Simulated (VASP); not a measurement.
**InReS4: single point with PBE**

InReS4:

```
In Re S
1.0
     6.84096    0.00000    0.00000
    -3.42048    5.92445    0.00000
     0.00000    0.00000    3.31978
In Re S
1 1 4
Direct
  0.00000 0.00000 0.00000
  0.66667 0.33333 0.00000
  0.33333 0.66667 0.00000
  0.65464 0.82732 0.50000
  0.17268 0.82732 0.50000
  0.17268 0.34536 0.50000
```

The cell was generated, and may not be a known phase.

```
Program             : VASP 6.6.1
Task                : single point
Functional          : PBE
Potentials or basis : VASP PAW PBE potentials, release 64 (In_d, Re, S)
Cutoff              : 520 eV
k mesh              : 3 × 3 × 6
Occupations         : gaussian, width 0.1 eV
Spin                : collinear spin
Starting moments    : [0.0, 4.61, 0.0, 0.0, 0.0, 0.0] μB
```

```json
{
  "Pressure": "0.1 GPa",
  "Largest force": "0.025 eV/Å",
  "Net moment": "5.33 μB per cell",
  "Site moments": "In +0.01; Re +4.21; S +0.02, +0.07 (each value once) μB",
  "Valence electrons inside the program's atomic spheres": "In 11.38; Re 5.08; S 3.44, 3.62 (each value once)"
}
```

Forces in eV/Å, atoms in the order of the input:
```
In   0.000  0.000  0.000
Re   0.000  0.000  0.000
S    0.000  0.000  0.000
S    0.021  0.012  0.000
S   -0.021  0.012  0.000
S    0.000 -0.025  0.000
```

Levels at points of the mesh, in eV from the Fermi level:
Spin up:
| k point | band 21 | band 22 | band 23 | band 24 | band 25 | band 26 | band 27 | band 28 | band 29 | band 30 |
| --- | --- | --- | --- | --- | --- | --- | --- | --- | --- | --- |
| (0.00, 0.00, 0.00) | -1.01 | -0.95 | -0.62 | -0.62 | 0.68 | 0.68 | 0.77 | 2.63 | 4.88 | 4.88 |
| (0.00, 0.00, 0.50) | -0.90 | -0.90 | -0.50 | -0.50 | -0.33 | 0.01 | 1.84 | 1.84 | 2.36 | 3.93 |
Spin down:
```csv
k point,band 16,band 17,band 18,band 19,band 20,band 21,band 22,band 23
"(0.00, 0.00, 0.00)",-1.95,-0.83,-0.55,-0.55,0.40,0.40,0.61,0.84
"(0.00, 0.00, 0.50)",-0.90,-0.90,-0.84,-0.84,-0.20,0.12,1.18,1.18
```

It took 2.2 min on 1 thread of Intel(R) Xeon(R) 6975P-C (Granite Rapids) (shared host), peak memory 0.37 GiB.

Caveat: spin-orbit coupling is left out, which moves the levels of the heavy elements.
